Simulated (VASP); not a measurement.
A run of VASP 6.6.1:

Contents of INCAR:

```
PREC = Accurate ; ENCUT = 1000
EDIFF = 1E-6 ; ISMEAR = 0
SIGMA = 0.05 ; LREAL = Auto
LASPH = T ; NELM = 120
ALGO = Normal ; ISIF = 2
LWAVE = F ; LCHARG = F
GGA = PE ; NBANDS = 57
GGA_COMPAT = F ; NELMDL = -8
```

KPOINTS

```
regular mesh
0
Gamma
  2 2 1
```

The input POSCAR:

```
C19O
1.0
    7.3980000000      0.0000000000      0.0000000000
   -3.6990000000      6.4068560000      0.0000000000
    0.0000000000      0.0000000000     13.0000000000
C O
19 1
Direct
   -0.0003051070     -0.0014996435      0.0617690769
    0.2237374627      0.1105041225      0.0617019231
    0.0002035719      0.3340029806      0.0617801538
    0.2231887274      0.4454937024      0.0617801538
    0.0018643549      0.6668203562      0.0617660000
    0.2215563274      0.7766928116      0.0617055385
    0.3335624820      0.0007067429      0.0616344615
    0.5564808574      0.1121550102      0.0617054615
    0.3352093978      0.3334634023      0.0617532308
    0.5548502074      0.4432924667      0.0617624615
    0.3330245873      0.6651816429      0.0617573077
    0.5570455381      0.7771946178      0.0617705385
    0.6685113640      0.0001524929      0.0617580000
    0.8881857850      0.1099687585      0.0617783846
    0.6663138361      0.3318120463      0.0617549231
    0.8903584924      0.4438348544      0.0617803846
    0.6668640926      0.6673340247      0.0617870769
    0.8898466899      0.7788380135      0.0617882308
    0.2430153988      0.8299034659      0.3501325385
    0.1403215613      0.6757401758      0.3906421538
```

Potentials or basis: VASP PAW PBE potentials, release 64 (C_h, O_h).

Launch:

```console
$ cat potpaw_PBE.64/C_h/POTCAR potpaw_PBE.64/O_h/POTCAR > POTCAR
$ mpirun -np 1 vasp_std > vasp.out
```

Hardware: 1 thread of Intel(R) Xeon(R) Platinum 8175M CPU @ 2.50GHz (Skylake/Cascade Lake), with other jobs on the host.

Question: How long does it take, and how much memory?

Answer: Wall time 24 min on 1 thread of Intel(R) Xeon(R) Platinum 8175M CPU @ 2.50GHz (Skylake/Cascade Lake), on a shared host, peak memory 1.6 GiB. Counts: scf iterations 25, k points 4.
